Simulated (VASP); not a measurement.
# Al (P6_3/mmc) in VASP: further runs, part 2 of 2

VASP 6.6.1. Earlier steps stand in the parts before.

## (5) Single point, PBEsol+D3(BJ) (16.86 Å³/atom)

File INCAR:

```
SYSTEM = Al
PREC = Accurate
ENCUT = 520
EDIFF = 1E-7
ISMEAR = 0
SIGMA = 0.15
LREAL = .FALSE.
LASPH = .TRUE.
NELM = 80
ALGO = Fast
ISIF = 2
LWAVE = .FALSE.
LCHARG = .FALSE.
GGA = PS
IVDW = 12
NBANDS = 14
```

File KPOINTS:

```
Automatic mesh
0
G
  18 18 6
  0 0 0
```

File POSCAR:

```
Al
1.0
    2.9317307233      0.0000000000      0.0000000000
   -1.4658653616      2.5389532834      0.0000000000
    0.0000000000      0.0000000000      9.0602206273
Al
4
Direct
    0.0000000000      0.0000000000      0.0000000000
    0.3333333333      0.6666666667      0.2500000000
    0.0000000000      0.0000000000      0.5000000000
    0.6666666667      0.3333333333      0.7500000000
```

Potentials or basis: VASP PAW PBE potentials, release 64 (Al).

Command:

```sh
$ cat potpaw_PBE.64/Al/POTCAR > POTCAR
$ mpirun -np 1 vasp_std > vasp.out
```

OUTCAR:

```text
SYSTEM = Al
   PREC = Accurate
   ENCUT = 520
   EDIFF = 1E-7
   ISMEAR = 0
   LREAL = .FALSE.
   LASPH = .TRUE.
   NELM = 80
   ISIF = 2
   GGA = PS
   IVDW = 12
 IVDW          = 12

 ion  position               nearest neighbor table
   1  0.000  0.000  0.000-   2 2.83   4 2.83   2 2.83   4 2.83   4 2.83   2 2.83
   2  0.333  0.667  0.250-   1 2.83   3 2.83   1 2.83   3 2.83   1 2.83   3 2.83
   3  0.000  0.000  0.500-   2 2.83   4 2.83   2 2.83   4 2.83   4 2.83   2 2.83
   4  0.667  0.333  0.750-   1 2.83   3 2.83   1 2.83   3 2.83   1 2.83   3 2.83

  LATTYP: Found a hexagonal cell.
 ALAT       =     2.9317307233
 C/A-ratio  =     3.0904000000

  Lattice vectors:

 A1 = (   2.9317307233,   0.0000000000,   0.0000000000)
 A2 = (  -1.4658653616,   2.5389532834,   0.0000000000)
 A3 = (   0.0000000000,   0.0000000000,   9.0602206273)

Analysis of symmetry for initial positions (statically):
=====================================================================
 Subroutine PRICEL returns:
 Original cell was already a primitive cell.

 Routine SETGRP: Setting up the symmetry group for a
 hexagonal supercell.

 Subroutine GETGRP returns: Found 24 space group operations
 (whereof 12 operations were pure point group operations)
 out of a pool of 24 trial point group operations.

The static configuration has the point symmetry D_3d.
 The point group associated with its full space group is D_6h.

Analysis of symmetry for dynamics (positions and initial velocities):
=====================================================================
 Subroutine PRICEL returns:
 Original cell was already a primitive cell.

 Routine SETGRP: Setting up the symmetry group for a
 hexagonal supercell.

 Subroutine GETGRP returns: Found 24 space group operations
 (whereof 12 operations were pure point group operations)
 out of a pool of 24 trial point group operations.

The dynamic configuration has the point symmetry D_3d.
 The point group associated with its full space group is D_6h.

[... 135 lines left out ...]
 Gauss-broadening in eV      SIGMA  =   0.15
  energy-cutoff  :      520.00
  volume of cell :       67.44
 maximum number of plane-waves:      1858
 NGX is ok and might be reduce to    24
   NGX = 11   NGY = 11   NGZ = 33

 number of electron      12.0000000 magnetization

 Free energy of the ion-electron system (eV)
  ---------------------------------------------------
  ext. energy  EPLUGINS =         0.00000000
  ---------------------------------------------------
  free energy    TOTEN  =       -16.26991934 eV

  energy without entropy =      -16.25195291  energy(sigma->0) =      -16.26093613

 E-fermi :   7.7302     XC(G=0): -10.1777

 val. band max:        7.7232344714   @ k =   0.2778  -0.0000   0.3333
 cond. band min:       7.7356480010   @ k =   0.2222   0.2222   0.5000
 fundamental gap:      0.0124135296
 Fermi energy:         7.7302292114

 k-point     1 :       0.0000    0.0000    0.0000
  band No.  band energies     occupation
      1      -3.2585      2.00000
      2      -1.4678      2.00000
      3      -1.4655      2.00000
      4       3.5274      2.00000
      5       4.0597      2.00000
      6      12.1538      0.00000
      7      12.1761      0.00000
      8      17.3429      0.00000
      9      17.3429      0.00000
     10      17.6434      0.00000
     11      17.6434      0.00000
     12      18.8059      0.00000
     13      18.8064      0.00000
     14      19.0313      0.00000
[... 377 lines left out ...]
      1       1.4075      2.00000
      2       3.1108      2.00000
      3       3.1355      2.00000
      4       3.8576      2.00000
      5       5.5601      2.00000
      6       5.6212      2.00000
      7       7.9514      0.03707
      8       8.6039      0.00000
      9       9.8407      0.00000
     10      10.2654      0.00000
     11      11.1668      0.00000
     12      11.6588      0.00000
     13      11.8470      0.00000
     14      15.9621      0.00000

 [... further k-points ...]

------------------------ aborting loop because EDIFF is reached ----------------------------------------

 Edisp (eV)   -1.24210

 E8    (eV) :    -0.8364

  FORCE on cell =-STRESS in cart. coord.  units (eV):
  Direction    XX          YY          ZZ          XY          YZ          ZX
  --------------------------------------------------------------------------------------
  -------------------------------------------------------------------------------------
  Total      -2.75113    -2.75113    -1.37444    -0.00000    -0.00000     0.00000
  in kB     -65.35877   -65.35877   -32.65274    -0.00000    -0.00000     0.00000
  external pressure =      -54.46 kB  Pullay stress =        0.00 kB

 VOLUME and BASIS-vectors are now :
 -----------------------------------------------------------------------------
  energy-cutoff  :      520.00
  volume of cell :       67.44
      direct lattice vectors                 reciprocal lattice vectors
     2.931730723  0.000000000  0.000000000     0.341095446  0.196931548  0.000000000
    -1.465865362  2.538953283  0.000000000     0.000000000  0.393863096  0.000000000
     0.000000000  0.000000000  9.060220627     0.000000000  0.000000000  0.110372588

 POSITION                                       TOTAL-FORCE (eV/Angst)
 -----------------------------------------------------------------------------------
      0.00000      0.00000      0.00000         0.000000      0.000000      0.000000
     -0.00000      1.69264      2.26506        -0.000000      0.000000     -0.000000
      0.00000      0.00000      4.53011         0.000000      0.000000      0.000000
      1.46587      0.84632      6.79517         0.000000     -0.000000      0.000000
 -----------------------------------------------------------------------------------
    total drift:                               -0.000000      0.000000      0.000000

  FREE ENERGIE OF THE ION-ELECTRON SYSTEM (eV)
  ---------------------------------------------------
  free  energy   TOTEN  =       -17.5120148965 eV

  energy  without entropy=      -17.4940484622  energy(sigma->0) =      -17.50303168
```

OSZICAR:

```text
N       E                     dE             d eps       ncg     rms          rms(c)
DAV:   1     0.420491934967E+01    0.42049E+01   -0.41353E+03  4152   0.657E+02
DAV:   2    -0.157347932054E+02   -0.19940E+02   -0.18330E+02  5428   0.868E+01
DAV:   3    -0.163806806569E+02   -0.64589E+00   -0.63960E+00  5504   0.127E+01
DAV:   4    -0.163849729046E+02   -0.42922E-02   -0.42916E-02  4968   0.132E+00
DAV:   5    -0.163850237889E+02   -0.50884E-04   -0.50884E-04  5472   0.145E-01    0.270E+00
RMM:   6    -0.163160285173E+02    0.68995E-01   -0.81679E-03  4156   0.461E-01    0.156E+00
RMM:   7    -0.162703248448E+02    0.45704E-01   -0.20184E-02  4291   0.713E-01    0.201E-01
RMM:   8    -0.162699096487E+02    0.41520E-03   -0.92849E-04  4469   0.188E-01    0.258E-02
RMM:   9    -0.162699232796E+02   -0.13631E-04   -0.16178E-04  4796   0.873E-02    0.408E-02
RMM:  10    -0.162699250240E+02   -0.17444E-05   -0.16908E-05  4827   0.279E-02    0.668E-02
RMM:  11    -0.162699215931E+02    0.34310E-05   -0.39690E-06  4902   0.121E-02    0.706E-02
RMM:  12    -0.162699197839E+02    0.18092E-05   -0.75785E-07  4599   0.547E-03    0.331E-02
RMM:  13    -0.162699193553E+02    0.42854E-06   -0.25072E-07  4129   0.281E-03    0.279E-02
RMM:  14    -0.162699193447E+02    0.10681E-07   -0.68070E-08  2969   0.179E-03
   1 F= -.17512015E+02 E0= -.17503032E+02  d E =-.179664E-01
```

stdout:

```text
POSCAR found type information on POSCAR Al
 POSCAR found :  1 types and       4 ions
 scaLAPACK will be used
 -----------------------------------------------------------------------------
|                                                                             |
|                                                                             |
|     You enforced a specific xc type in the INCAR file but a different       |
|     I HOPE YOU KNOW WHAT YOU ARE DOING!                                     |
|                                                                             |
 -----------------------------------------------------------------------------

 LDA part: xc-table for (Slater+PW92), standard interpolation
 POSCAR, INCAR and KPOINTS ok, starting setup
 FFT: planning ... GRIDC
 FFT: planning ... GRID_SOFT
 FFT: planning ... GRID
 WAVECAR not read
 entering main loop
```

It took 2.8 min on 1 thread of Intel Xeon 8259CL, shared host; peak memory 0.26 GiB.

Results:

| Quantity | Value |
| --- | --- |
| Free energy | -17.5120 eV |
| Pressure | -5.4 GPa |
| Band gap on the k mesh | zero (bands 6 and 7 overlap by 6.26 eV) |
| Dispersion energy per atom | -0.311 eV |

Stress tensor (GPa, compression positive):
```
-6.54  0.00  0.00
 0.00 -6.54  0.00
 0.00  0.00 -3.27
```

Levels at points of the mesh, in eV from the Fermi level:
```csv
k point,band 2,band 3,band 4,band 5,band 6,band 7,band 8,band 9,band 10,band 11
"(0.00, 0.00, 0.00)",-9.20,-9.20,-4.20,-3.67,4.42,4.45,9.61,9.61,9.91,9.91
"(0.50, 0.00, 0.00)",-5.28,-3.95,-3.82,-3.46,-3.29,0.90,1.39,1.75,1.99,4.84
"(0.00, 0.00, 0.50)",-10.54,-6.99,-6.99,-0.10,-0.10,9.46,9.46,9.93,9.93,9.93
"(0.50, 0.00, 0.50)",-5.03,-4.84,-4.84,-1.79,-1.79,-1.13,-1.13,4.99,4.99,5.07
```

Caveat: the cell stands under tension; the PAW data sets were made with another functional, which shifts forces and pressure a little.

## (6) Single point, PBEsol+D3(BJ) (16.86 Å³/atom)

File INCAR:

```
SYSTEM = Al
PREC = Accurate
ENCUT = 520
EDIFF = 1E-6
ISMEAR = 0
SIGMA = 0.15
LREAL = .False.
LASPH = .True.
NELM = 100
ALGO = Normal
ISIF = 2
LWAVE = .False.
LCHARG = .True.
GGA = PS
IVDW = 12
LELF = .True.
LVHAR = .True.
NBANDS = 14
```

File KPOINTS:

```
regular mesh
0
Gamma
  18 18 6
  0 0 0
```

File POSCAR:

```
Al
1.0
    2.8928169708      0.0000000000      0.0000000000
   -1.4464084854      2.5052529852      0.0000000000
    0.0000000000      0.0000000000      9.3056136318
Al
4
Direct
    0.0000000000      0.0000000000      0.0000000000
    0.3333333333      0.6666666667      0.2500000000
    0.0000000000      0.0000000000      0.5000000000
    0.6666666667      0.3333333333      0.7500000000
```

Potentials or basis: VASP PAW PBE potentials, release 64 (Al).

Command:

```sh
$ cat potpaw_PBE.64/Al/POTCAR > POTCAR
$ mpirun -np 1 vasp_std > vasp.out
```

OUTCAR:

```text
SYSTEM = Al
   PREC = Accurate
   ENCUT = 520
   EDIFF = 1E-6
   ISMEAR = 0
   LREAL = .False.
   LASPH = .True.
   NELM = 100
   ISIF = 2
   GGA = PS
   IVDW = 12
 IVDW          = 12

 ion  position               nearest neighbor table
   1  0.000  0.000  0.000-   2 2.86   4 2.86   2 2.86   4 2.86   4 2.86   2 2.86
   2  0.333  0.667  0.250-   1 2.86   3 2.86   1 2.86   3 2.86   1 2.86   3 2.86
   3  0.000  0.000  0.500-   2 2.86   4 2.86   2 2.86   4 2.86   4 2.86   2 2.86
   4  0.667  0.333  0.750-   1 2.86   3 2.86   1 2.86   3 2.86   1 2.86   3 2.86

  LATTYP: Found a hexagonal cell.
 ALAT       =     2.8928169708
 C/A-ratio  =     3.2168000000

  Lattice vectors:

 A1 = (   2.8928169708,   0.0000000000,   0.0000000000)
 A2 = (  -1.4464084854,   2.5052529852,   0.0000000000)
 A3 = (   0.0000000000,   0.0000000000,   9.3056136318)

Analysis of symmetry for initial positions (statically):
=====================================================================
 Subroutine PRICEL returns:
 Original cell was already a primitive cell.

 Routine SETGRP: Setting up the symmetry group for a
 hexagonal supercell.

 Subroutine GETGRP returns: Found 24 space group operations
 (whereof 12 operations were pure point group operations)
 out of a pool of 24 trial point group operations.

The static configuration has the point symmetry D_3d.
 The point group associated with its full space group is D_6h.

Analysis of symmetry for dynamics (positions and initial velocities):
=====================================================================
 Subroutine PRICEL returns:
 Original cell was already a primitive cell.

 Routine SETGRP: Setting up the symmetry group for a
 hexagonal supercell.

 Subroutine GETGRP returns: Found 24 space group operations
 (whereof 12 operations were pure point group operations)
 out of a pool of 24 trial point group operations.

The dynamic configuration has the point symmetry D_3d.
 The point group associated with its full space group is D_6h.

[... 134 lines left out ...]
 Gauss-broadening in eV      SIGMA  =   0.15
  energy-cutoff  :      520.00
  volume of cell :       67.44
 maximum number of plane-waves:      1859
 NGX is ok and might be reduce to    24
   NGX = 11   NGY = 11   NGZ = 35

 number of electron      12.0000000 magnetization

 Free energy of the ion-electron system (eV)
  ---------------------------------------------------
  ext. energy  EPLUGINS =         0.00000000
  ---------------------------------------------------
  free energy    TOTEN  =       -16.29897697 eV

  energy without entropy =      -16.28141612  energy(sigma->0) =      -16.29019655

 E-fermi :   7.7220     XC(G=0): -10.1791

 val. band max:        7.7153756679   @ k =   0.2222   0.2222   0.0000
 cond. band min:       7.7276104236   @ k =   0.3889   0.0556   0.0000
 fundamental gap:      0.0122347557
 Fermi energy:         7.7219821654

 k-point     1 :       0.0000    0.0000    0.0000
  band No.  band energies     occupation
      1      -3.2562      2.00000
      2      -1.5594      2.00000
      3      -1.5541      2.00000
      4       3.2988      2.00000
      5       3.5642      2.00000
      6      11.3926      0.00000
      7      11.4061      0.00000
      8      17.9621      0.00000
      9      17.9621      0.00000
     10      18.2052      0.00000
     11      18.2052      0.00000
     12      19.2599      0.00000
     13      19.2609      0.00000
     14      19.4761      0.00000
[... 377 lines left out ...]
      1       1.5357      2.00000
      2       3.1555      2.00000
      3       3.1684      2.00000
      4       4.0374      2.00000
      5       5.6674      2.00000
      6       5.7141      2.00000
      7       7.8626      0.18477
      8       8.2902      0.00000
      9      10.0013      0.00000
     10      10.2694      0.00000
     11      11.0711      0.00000
     12      11.8710      0.00000
     13      12.0450      0.00000
     14      15.7393      0.00000

 [... further k-points ...]

------------------------ aborting loop because EDIFF is reached ----------------------------------------

 Edisp (eV)   -1.24217

 E8    (eV) :    -0.8365

  FORCE on cell =-STRESS in cart. coord.  units (eV):
  Direction    XX          YY          ZZ          XY          YZ          ZX
  --------------------------------------------------------------------------------------
  -------------------------------------------------------------------------------------
  Total      -2.68622    -2.68622    -1.92878     0.00000     0.00000     0.00000
  in kB     -63.81674   -63.81674   -45.82227     0.00000     0.00000     0.00000
  external pressure =      -57.82 kB  Pullay stress =        0.00 kB

 VOLUME and BASIS-vectors are now :
 -----------------------------------------------------------------------------
  energy-cutoff  :      520.00
  volume of cell :       67.44
      direct lattice vectors                 reciprocal lattice vectors
     2.892816971  0.000000000  0.000000000     0.345683813  0.199580642  0.000000000
    -1.446408485  2.505252985  0.000000000     0.000000000  0.399161285  0.000000000
     0.000000000  0.000000000  9.305613632     0.000000000  0.000000000  0.107462016

 POSITION                                       TOTAL-FORCE (eV/Angst)
 -----------------------------------------------------------------------------------
      0.00000      0.00000      0.00000         0.000000      0.000000     -0.000000
     -0.00000      1.67017      2.32640         0.000000      0.000000      0.000000
      0.00000      0.00000      4.65281         0.000000      0.000000     -0.000000
      1.44641      0.83508      6.97921        -0.000000     -0.000000      0.000000
 -----------------------------------------------------------------------------------
    total drift:                               -0.000000      0.000000      0.000000

  FREE ENERGIE OF THE ION-ELECTRON SYSTEM (eV)
  ---------------------------------------------------
  free  energy   TOTEN  =       -17.5411464635 eV

  energy  without entropy=      -17.5235856099  energy(sigma->0) =      -17.53236604
```

OSZICAR:

```text
N       E                     dE             d eps       ncg     rms          rms(c)
DAV:   1     0.446311300860E+01    0.44631E+01   -0.41297E+03  4152   0.654E+02
DAV:   2    -0.157406951158E+02   -0.20204E+02   -0.18704E+02  5486   0.879E+01
DAV:   3    -0.164096610079E+02   -0.66897E+00   -0.66336E+00  5558   0.129E+01
DAV:   4    -0.164139933243E+02   -0.43323E-02   -0.43318E-02  5068   0.134E+00
DAV:   5    -0.164140442551E+02   -0.50931E-04   -0.50931E-04  5492   0.147E-01    0.269E+00
DAV:   6    -0.163451270160E+02    0.68917E-01   -0.89604E-03  4856   0.471E-01    0.153E+00
DAV:   7    -0.162996195293E+02    0.45507E-01   -0.20370E-02  4756   0.685E-01    0.237E-01
DAV:   8    -0.162989873824E+02    0.63215E-03   -0.40957E-04  5750   0.102E-01    0.207E-02
DAV:   9    -0.162989775491E+02    0.98332E-05   -0.16764E-05  5078   0.197E-02    0.555E-03
DAV:  10    -0.162989769736E+02    0.57557E-06   -0.47404E-07  3718   0.451E-03
   1 F= -.17541146E+02 E0= -.17532366E+02  d E =-.175609E-01
```

stdout:

```text
POSCAR found type information on POSCAR Al
 POSCAR found :  1 types and       4 ions
 scaLAPACK will be used
 -----------------------------------------------------------------------------
|                                                                             |
|                                                                             |
|     You enforced a specific xc type in the INCAR file but a different       |
|     I HOPE YOU KNOW WHAT YOU ARE DOING!                                     |
|                                                                             |
 -----------------------------------------------------------------------------

 LDA part: xc-table for (Slater+PW92), standard interpolation
 POSCAR, INCAR and KPOINTS ok, starting setup
 FFT: planning ... GRIDC
 FFT: planning ... GRID_SOFT
 FFT: planning ... GRID
 WAVECAR not read
 entering main loop
```

Wall time 2.1 min (1 thread of Intel Xeon 8259CL, shared host); peak memory 0.26 GiB.

Results:

```yaml
Free_energy: -17.5411 eV
Pressure: -5.8 GPa
Band_gap_on_the_k_mesh: zero (bands 6 and 7 overlap by 5.61 eV)
Dispersion_energy_per_atom: -0.311 eV
```

Caveat: the cell stands under tension; the PAW data sets were made with another functional, which shifts forces and pressure a little.

## (7) Summary

```csv
cell,gap on the mesh (eV),pressure (GPa)
"a = 2.835, b = 2.835, c = 9.686 Å, angles 90.0, 90.0, 120.0°, 4 atoms",none,-5.6
"a = 2.854, b = 2.854, c = 9.558 Å, angles 90.0, 90.0, 120.0°, 4 atoms",none,-5.7
"a = 2.817, b = 2.817, c = 9.816 Å, angles 90.0, 90.0, 120.0°, 4 atoms",none,-5.3
"a = 2.932, b = 2.932, c = 9.060 Å, angles 90.0, 90.0, 120.0°, 4 atoms",none,-5.4
"a = 2.893, b = 2.893, c = 9.306 Å, angles 90.0, 90.0, 120.0°, 4 atoms",none,-5.8
```

Alike in all rows: task single point; level PBEsol+D3(BJ); potentials or basis VASP PAW PBE potentials, release 64 (Al); no spin polarisation; k mesh 18 × 18 × 6; cutoff (eV) 520; smearing gaussian 0.15 eV.

Caveats: the cell stands under tension; the PAW data sets were made with another functional, which shifts forces and pressure a little.

Absolute energies hang on the potentials; compare differences alone.

The gap in the log of VASP goes by the Fermi energy; the results here count the filled bands.